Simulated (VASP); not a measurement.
# Tm (Fm-3m) in VASP: notebook

Runs on Tm. Level: PBE. Tasks: single point.

All numbers are computed with VASP 6.6.1; they aren't measurements. Logs are shortened: lines on timing, memory, paths and dates and some standing lists are left out, and cuts for length are marked.

### 1 The cell of the first run

Symmetry: Fm-3m, No. 225, cubic system. The conventional cell has a = 5.157 Å, b = 5.157 Å, c = 5.157 Å, α = 90.00°, β = 90.00°, γ = 90.00°. Tm (site symmetry m-3m) has 12 Tm at 3.65 Å within 4.8 Å.

### 2 Single point, PBE, non-collinear spin, typed start, spin-orbit coupling

File INCAR:

```
SYSTEM = Tm
  PREC = Accurate
  ENCUT = 520
  EDIFF = 1E-6
  ISMEAR = 0
  SIGMA = 0.05
  LREAL = .FALSE.
  LASPH = .TRUE.
  NELM = 150
  ALGO = Normal
  ISIF = 2
  LWAVE = .FALSE.
  LCHARG = .FALSE.
  MAGMOM = 0 0 0.19
  LORBIT = 11
  LSORBIT = .TRUE.
  GGA_COMPAT = .FALSE.
  LORBMOM = .TRUE.
  LMAXMIX = 6
  GGA = PE
  NBANDS = 34
```

File KPOINTS:

```
regular mesh
0
G
  14 14 14
  0 0 0
```

File POSCAR:

```
Tm
1.0
    0.0000000000      2.5783229807      2.5783229807
    2.5783229807      0.0000000000      2.5783229807
    2.5783229807      2.5783229807      0.0000000000
Tm
1
Direct
    0.0000000000      0.0000000000      0.0000000000
```

Potentials or basis: VASP PAW PBE potentials, release 64 (Tm).

Run with:

```bash
cat potpaw_PBE.64/Tm/POTCAR > POTCAR
mpirun -np 1 vasp_ncl > vasp.out
```

OUTCAR:

```text
SYSTEM = Tm
   PREC = Accurate
   ENCUT = 520
   EDIFF = 1E-6
   ISMEAR = 0
   LREAL = .FALSE.
   LASPH = .TRUE.
   NELM = 150
   ISIF = 2
   LORBIT = 11
   LSORBIT = .TRUE.
   GGA = PE

 ion  position               nearest neighbor table
   1  0.000  0.000  0.000-

  LATTYP: Found a face centered cubic cell.
 ALAT       =     5.1566459614

  Lattice vectors:

 A1 = (   0.0000000000,   2.5783229807,   2.5783229807)
 A2 = (   2.5783229807,   0.0000000000,   2.5783229807)
 A3 = (   2.5783229807,   2.5783229807,   0.0000000000)

Analysis of symmetry for initial positions (statically):
=====================================================================
 Subroutine PRICEL returns:
 Original cell was already a primitive cell.

 Routine SETGRP: Setting up the symmetry group for a
 face centered cubic supercell.

 Subroutine GETGRP returns: Found 48 space group operations
 (whereof 48 operations were pure point group operations)
 out of a pool of 48 trial point group operations.

The static configuration has the point symmetry O_h .

Analysis of symmetry for dynamics (positions and initial velocities):
=====================================================================
 Subroutine PRICEL returns:
 Original cell was already a primitive cell.

 Routine SETGRP: Setting up the symmetry group for a
 face centered cubic supercell.

 Subroutine GETGRP returns: Found 48 space group operations
 (whereof 48 operations were pure point group operations)
 out of a pool of 48 trial point group operations.

The dynamic configuration has the point symmetry O_h .

Analysis of structural, dynamic, and magnetic symmetry:
=====================================================================
 Subroutine PRICEL returns:
 Original cell was already a primitive cell.

 Routine SETGRP: Setting up the symmetry group for a
 face centered cubic supercell.

 Subroutine GETGRP returns: Found  8 space group operations
 (whereof  8 operations were pure point group operations)
 out of a pool of 48 trial point group operations.

The overall configuration has the point symmetry C_4h.

 Subroutine INISYM returns: Found  8 space group operations
[... 146 lines left out ...]
 E-fermi :   1.9149     XC(G=0):  -9.6901

 val. band max:        1.9148884750   @ k =   0.3571   0.0714   0.0000
 cond. band min:       1.9152030923   @ k =   0.4286   0.2857   0.1429
 fundamental gap:      0.0003146173
 Fermi energy:         1.9149363254

 k-point     1 :       0.0000    0.0000    0.0000
  band No.  band energies     occupation
      1     -48.7512      1.00000
      2     -48.3004      1.00000
      3     -25.4607      1.00000
      4     -25.2816      1.00000
      5     -20.0726      1.00000
      6     -19.9867      1.00000
[... 877 lines left out ...]
     33       8.2263      0.00000
     34       8.3107      0.00000

 [... further k-points ...]
[... 5 lines left out ...]
  --------------------------------------------------------------------------------------
  -------------------------------------------------------------------------------------
  Total       -0.4700363     -0.4700363     -0.5274036     -0.0000001      0.0000000      0.0000000
  in kB      -21.9684818    -21.9684818    -24.6497048     -0.0000049      0.0000000      0.0000000
  external PRESSURE =     -22.8622228 kB  Pullay stress =       0.0000000 kB

 VOLUME and BASIS-vectors are now :
 -----------------------------------------------------------------------------
  energy-cutoff  :      520.00
  volume of cell :       34.28
      direct lattice vectors                 reciprocal lattice vectors
     0.000000000  2.578322981  2.578322981    -0.193924502  0.193924502  0.193924502
     2.578322981  0.000000000  2.578322981     0.193924502 -0.193924502  0.193924502
     2.578322981  2.578322981  0.000000000     0.193924502  0.193924502 -0.193924502

 POSITION                                       TOTAL-FORCE (eV/Angst)
 -----------------------------------------------------------------------------------
      0.00000      0.00000      0.00000         0.000000      0.000000      0.000000
 -----------------------------------------------------------------------------------
    total drift:                               -0.000000     -0.000000     -0.000000

  FREE ENERGIE OF THE ION-ELECTRON SYSTEM (eV)
  ---------------------------------------------------
  free  energy   TOTEN  =        -5.1943894003 eV

  energy  without entropy=       -5.1766672865  energy(sigma->0) =       -5.18552834

 orbital moment (x)

 # of ion     p       d       f       tot
 ------------------------------------------------
  1         0.000  -0.000  -0.000  -0.000
 ------------------------------------------------
            0.000  -0.000  -0.000  -0.000

 orbital moment (y)

 # of ion     p       d       f       tot
 ------------------------------------------------
  1         0.000  -0.000   0.000   0.000
 ------------------------------------------------
            0.000  -0.000   0.000   0.000

 orbital moment (z)

 # of ion     p       d       f       tot
 ------------------------------------------------
  1        -0.002   0.004   2.018   2.020
 ------------------------------------------------
           -0.002   0.004   2.018   2.020

 Spin-Orbit-Coupling matrix elements

 Ion:    1  E_soc:     -2.1548811
 l=   1
     0.0000000    -0.2413590    -0.2417420
    -0.2413590     0.0000000    -0.2413590
    -0.2417420    -0.2413590     0.0000000
 l=   2
     0.0000000    -0.0001513     0.0000000    -0.0001513    -0.0010269
    -0.0001513     0.0000000    -0.0006751    -0.0001101    -0.0002277
     0.0000000    -0.0006751     0.0000000    -0.0006751     0.0000000
    -0.0001513    -0.0001101    -0.0006751     0.0000000    -0.0002277
    -0.0010269    -0.0002277     0.0000000    -0.0002277     0.0000000
 l=   3
     0.0000000    -0.0025782     0.0000000     0.0000000     0.0000000    -0.0053484    -0.1174797
    -0.0025782     0.0000000    -0.0301319     0.0000000    -0.0301319    -0.0012535    -0.0025782
     0.0000000    -0.0301319     0.0000000    -0.0158153    -0.0511788    -0.0360379     0.0000000
     0.0000000     0.0000000    -0.0158153     0.0000000    -0.0158153     0.0000000     0.0000000
     0.0000000    -0.0301319    -0.0511788    -0.0158153     0.0000000    -0.0360379     0.0000000
    -0.0053484    -0.0012535    -0.0360379     0.0000000    -0.0360379     0.0000000    -0.0053484
    -0.1174797    -0.0025782     0.0000000     0.0000000     0.0000000    -0.0053484     0.0000000

 total charge

# of ion       s       p       d       f       tot
--------------------------------------------------
    1        2.208   6.048   0.344  12.506  21.107

 magnetization (x)

# of ion       s       p       d       f       tot
--------------------------------------------------
    1        0.000   0.000   0.000   0.000   0.000

 magnetization (y)

# of ion       s       p       d       f       tot
--------------------------------------------------
    1        0.000   0.000   0.000   0.000   0.000

 magnetization (z)

# of ion       s       p       d       f       tot
--------------------------------------------------
    1        0.002  -0.027  -0.043   1.087   1.018
```

Run time: 31 min. Hardware: 1 thread of Intel Xeon 6975P-C (Granite Rapids), shared host; peak memory 0.73 GiB.

Results:

| Property | Result |
| --- | --- |
| Free energy | -5.1944 eV |
| Pressure | -2.3 GPa |
| Net moment | 0.92 μB per cell |
| Valence electrons inside the program's atomic spheres | Tm 21.11 |

Moments on the atoms (μB; x, y, z):
```
Tm  0.00 0.00 1.02
```

Caveat: the magnetic or orbital state may not be the lowest. The state reached can hang on the start; a lower one may exist.

### 3 Single point, PBE, collinear spin, ferromagnetic start

This run uses another cell than the first one, of 30.16 Å³/atom, 0.880 times its volume.

File INCAR:

```
ALGO = Normal
EDIFF = 1E-7
ENCUT = 520
GGA = PE
ISIF = 2
ISMEAR = 0
ISPIN = 2
LASPH = T
LCHARG = F
LMAXMIX = 6
LORBIT = 11
LREAL = F
LWAVE = F
MAGMOM = 2
NBANDS = 22
NELM = 150
PREC = Accurate
SIGMA = 0.05
```

File KPOINTS:

```
k-points
0
Gamma
  8 8 8
```

File POSCAR:

```
Tm
1.0
    0.0000000000      2.4705477212      2.4705477212
    2.4705477212      0.0000000000      2.4705477212
    2.4705477212      2.4705477212      0.0000000000
Tm
1
Direct
    0.0000000000      0.0000000000      0.0000000000
```

Potentials or basis: VASP PAW PBE potentials, release 64 (Tm).

Run with:

```bash
cat potpaw_PBE.64/Tm/POTCAR > POTCAR
mpirun -np 1 vasp_std > vasp.out
```

OUTCAR:

```text
EDIFF = 1E-7
   ENCUT = 520
   GGA = PE
   ISIF = 2
   ISMEAR = 0
   ISPIN = 2
   LASPH = T
   LORBIT = 11
   LREAL = F
   NELM = 150
   PREC = Accurate

 ion  position               nearest neighbor table
   1  0.000  0.000  0.000-

  LATTYP: Found a face centered cubic cell.
 ALAT       =     4.9410954424

  Lattice vectors:

 A1 = (   0.0000000000,   2.4705477212,   2.4705477212)
 A2 = (   2.4705477212,   0.0000000000,   2.4705477212)
 A3 = (   2.4705477212,   2.4705477212,   0.0000000000)

Analysis of symmetry for initial positions (statically):
=====================================================================
 Subroutine PRICEL returns:
 Original cell was already a primitive cell.

 Routine SETGRP: Setting up the symmetry group for a
 face centered cubic supercell.

 Subroutine GETGRP returns: Found 48 space group operations
 (whereof 48 operations were pure point group operations)
 out of a pool of 48 trial point group operations.

The static configuration has the point symmetry O_h .

Analysis of symmetry for dynamics (positions and initial velocities):
=====================================================================
 Subroutine PRICEL returns:
 Original cell was already a primitive cell.

 Routine SETGRP: Setting up the symmetry group for a
 face centered cubic supercell.

 Subroutine GETGRP returns: Found 48 space group operations
 (whereof 48 operations were pure point group operations)
 out of a pool of 48 trial point group operations.

The dynamic configuration has the point symmetry O_h .

Analysis of structural, dynamic, and magnetic symmetry:
=====================================================================
 Subroutine PRICEL returns:
 Original cell was already a primitive cell.

 Routine SETGRP: Setting up the symmetry group for a
 face centered cubic supercell.

 Subroutine GETGRP returns: Found 48 space group operations
 (whereof 48 operations were pure point group operations)
 out of a pool of 48 trial point group operations.

The overall configuration has the point symmetry O_h .
[... 125 lines left out ...]
   IVDW    =     0    specifies the selected vdW correction
   LEPSILON=     F    determine dielectric tensor
   LRPA    =     F    only Hartree local field effects (RPA)
 spin polarized calculation
 Gauss-broadening in eV      SIGMA  =   0.05
  energy-cutoff  :      520.00
  volume of cell :       30.16
 maximum number of plane-waves:       869
 NGX is ok and might be reduce to    28
   NGX = 13   NGY = 13   NGZ = 13

 number of electron      23.0000007 magnetization       1.0135383

 Free energy of the ion-electron system (eV)
  ---------------------------------------------------
  ext. energy  EPLUGINS =         0.00000000
  ---------------------------------------------------
  free energy    TOTEN  =        -3.96796144 eV

  energy without entropy =       -3.95255392  energy(sigma->0) =       -3.96025768

 E-fermi :   2.2704     XC(G=0): -10.2648

 val. band max:        2.2649903088   @ k =  -0.3750   0.2500   0.0000
 cond. band min:       2.2739276428   @ k =  -0.3750   0.5000   0.1250
 fundamental gap:      0.0089373340
 Fermi energy:         2.2704253478

 spin component 1

 k-point     1 :       0.0000    0.0000    0.0000
  band No.  band energies     occupation
      1     -48.1097      1.00000
      2     -21.0216      1.00000
      3     -21.0216      1.00000
      4     -21.0216      1.00000
      5      -2.9476      1.00000
      6       0.4383      1.00000
[... 589 lines left out ...]
     21      16.6194      0.00000
     22      21.9361      0.00000

 [... further k-points ...]

 spin component 2

 k-point     1 :       0.0000    0.0000    0.0000
  band No.  band energies     occupation
      1     -47.5932      1.00000
      2     -20.6877      1.00000
      3     -20.6877      1.00000
      4     -20.6877      1.00000
      5      -3.1912      1.00000
      6       1.9166      1.00000
[... 589 lines left out ...]
     21      16.4564      0.00000
     22      21.7834      0.00000

 [... further k-points ...]
[... 5 lines left out ...]
  --------------------------------------------------------------------------------------
  -------------------------------------------------------------------------------------
  Total        0.6481408      0.6481408      0.6481408      0.0000000      0.0000000      0.0000000
  in kB       34.4326328     34.4326328     34.4326328      0.0000000      0.0000000      0.0000000
  external PRESSURE =      34.4326328 kB  Pullay stress =       0.0000000 kB

 VOLUME and BASIS-vectors are now :
 -----------------------------------------------------------------------------
  energy-cutoff  :      520.00
  volume of cell :       30.16
      direct lattice vectors                 reciprocal lattice vectors
     0.000000000  2.470547721  2.470547721    -0.202384271  0.202384271  0.202384271
     2.470547721  0.000000000  2.470547721     0.202384271 -0.202384271  0.202384271
     2.470547721  2.470547721  0.000000000     0.202384271  0.202384271 -0.202384271

 POSITION                                       TOTAL-FORCE (eV/Angst)
 -----------------------------------------------------------------------------------
      0.00000      0.00000      0.00000         0.000000      0.000000     -0.000000
 -----------------------------------------------------------------------------------
    total drift:                               -0.000000     -0.000000     -0.000000

  FREE ENERGIE OF THE ION-ELECTRON SYSTEM (eV)
  ---------------------------------------------------
  free  energy   TOTEN  =        -3.9679614382 eV

  energy  without entropy=       -3.9525539233  energy(sigma->0) =       -3.96025768

 total charge

# of ion       s       p       d       f       tot
--------------------------------------------------
    1        2.222   5.946   0.412  12.498  21.078

 magnetization (x)

# of ion       s       p       d       f       tot
--------------------------------------------------
    1        0.003  -0.039  -0.087   1.291   1.169
```

stdout:

```text
POSCAR found type information on POSCAR Tm
 POSCAR found :  1 types and       1 ions
 scaLAPACK will be used
 LDA part: xc-table for (Slater+PW92), standard interpolation
 POSCAR, INCAR and KPOINTS ok, starting setup
 FFT: planning ... GRIDC
 FFT: planning ... GRID_SOFT
 FFT: planning ... GRID
 WAVECAR not read
 entering main loop
```

Run time: 64 s. Hardware: 1 thread of Intel Xeon 6975P-C (Granite Rapids), shared host; peak memory 0.2 GiB.

What came out:

| Property | Result |
| --- | --- |
| Free energy | -3.9680 eV |
| Pressure | 3.4 GPa |
| Band gap on the k mesh | zero (filled and empty bands overlap) |
| Net moment | 1.01 μB per cell |
| Site moments | Tm +1.17 μB |
| Valence electrons inside the program's atomic spheres | Tm 21.08 |

Caveat: the magnetic or orbital state may not be the lowest; spin-orbit coupling is left out, which moves the levels of the heavy elements. The state reached can hang on the start; a lower one may exist.

### 4 Single point, PBE, collinear spin, ferromagnetic start

This run uses another cell than the first one, of 30.93 Å³/atom, 0.902 times its volume.

File INCAR:

```
PREC = Accurate
ENCUT = 520
EDIFF = 1E-6
ISMEAR = 0
SIGMA = 0.05
LREAL = F
LASPH = T
NELM = 150
ALGO = Normal
ISIF = 2
LWAVE = F
LCHARG = F
ISPIN = 2
MAGMOM = 1.26
LORBIT = 11
LMAXMIX = 6
GGA = PE
NBANDS = 22
```

File KPOINTS:

```
regular mesh
0
Gamma
  8 8 8
```

File POSCAR:

```
Tm
1.0
    0.0000000000      2.4913364546      2.4913364546
    2.4913364546      0.0000000000      2.4913364546
    2.4913364546      2.4913364546      0.0000000000
Tm
1
Direct
    0.0000000000      0.0000000000      0.0000000000
```

Run with:

```bash
cat potpaw_PBE.64/Tm/POTCAR > POTCAR
mpirun -np 1 vasp_std > vasp.out
```

It took 90 s on 1 thread of Intel Xeon 6975P-C (Granite Rapids), shared host; peak memory 0.2 GiB.

It converged, with:

| Item | Value |
| --- | --- |
| Free energy | -3.9826 eV |
| Pressure | 2.7 GPa |
| Band gap on the k mesh | zero (filled and empty bands overlap) |
| Net moment | 1.01 μB per cell |
| Site moments | Tm +1.17 μB |
| Valence electrons inside the program's atomic spheres | Tm 21.06 |

Levels at points of the mesh, in eV from the Fermi level:
Spin up:
```csv
k point,band 8,band 9,band 10,band 11,band 12,band 13,band 14,band 15,band 16,band 17
"(0.00, 0.00, 0.00)",-1.27,-1.27,-0.97,-0.97,-0.97,2.94,2.94,2.94,5.38,5.38
"(0.50, 0.00, 0.00)",-1.19,-1.19,-1.08,-1.08,-0.96,1.01,2.69,2.69,7.18,7.18
"(0.50, 0.50, 0.00)",-1.19,-1.19,-1.09,-1.08,-1.08,-0.12,2.69,7.22,7.72,7.72
```
Spin down:
| k point | band 7 | band 8 | band 9 | band 10 | band 11 | band 12 | band 13 | band 14 | band 15 | band 16 |
| --- | --- | --- | --- | --- | --- | --- | --- | --- | --- | --- |
| (0.00, 0.00, 0.00) | -0.36 | -0.36 | -0.13 | -0.13 | -0.13 | -0.07 | 2.84 | 2.84 | 2.84 | 5.39 |
| (0.50, 0.00, 0.00) | -0.50 | -0.35 | -0.23 | -0.01 | -0.01 | 0.04 | 0.92 | 2.61 | 2.61 | 7.24 |
| (0.50, 0.50, 0.00) | -0.49 | -0.49 | -0.37 | -0.13 | -0.03 | -0.03 | 0.18 | 2.44 | 7.29 | 7.79 |

Caveat: the magnetic or orbital state may not be the lowest; spin-orbit coupling is left out, which moves the levels of the heavy elements.

### 5 The runs side by side

| spin | cell | k mesh | gap on the mesh (eV) | pressure (GPa) | moment (μB) |
| --- | --- | --- | --- | --- | --- |
| non-collinear, typed start, SOC | a = 3.646 Å, angles 60.0°, 1 atom | 14 × 14 × 14 | - | -2.3 | 0.92 |
| collinear, ferromagnetic start | a = 3.494 Å, angles 60.0°, 1 atom | 8 × 8 × 8 | none | 3.4 | 1.01 |
| collinear, ferromagnetic start | a = 3.523 Å, angles 60.0°, 1 atom | 8 × 8 × 8 | none | 2.7 | 1.01 |

Alike in all rows: task single point; level PBE; potentials or basis VASP PAW PBE potentials, release 64 (Tm); cutoff (eV) 520; smearing gaussian 0.05 eV.

Caveats: the magnetic or orbital state may not be the lowest; spin-orbit coupling is left out, which moves the levels of the heavy elements (some runs).

Total energies depend on the potentials used, so only differences within one code and one set of settings carry meaning.
